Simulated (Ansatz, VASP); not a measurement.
## C in VASP and in Ansatz

```
CELL_PARAMETERS angstrom
2.28079 -1.31683 -0.00999
2.28079 1.31683 -0.00999
-1.49913 0.00000 2.87600
ATOMIC_POSITIONS crystal
C 0.83338 0.83338 0.00015
C 0.16662 0.16662 0.99985
```

Alike in both runs: task single point; functional LDA; k mesh 14 × 14 × 10; occupations gaussian, width 0.05 eV; no spin polarisation.

|  | VASP | Ansatz |
| --- | --- | --- |
| version | VASP 6.6.1 | Ansatz 0.2.0 |
| potentials or method | VASP PAW LDA potentials, release 64 (C), cutoff 520 eV | scalar-relativistic, plane waves, PAW |
| valence electrons in the cell | 8 | 8 |

|  | VASP | Ansatz | Ansatz less VASP |
| --- | --- | --- | --- |
| gap on the k mesh at the Fermi level (eV) | 0.25 | 0.25 | +0.001 |
| least direct gap on the mesh (eV) | 0.41 | 0.41 | +0.003 |
| rms of the force components (eV/Å) | 0.096 | 0.096 | -0.0002 |

LDA's correlation is that of Perdew and Zunger in VASP and of Perdew and Wang (1992) in Ansatz. Atom by atom the forces differ by 0.000 eV/Å (rms over components).
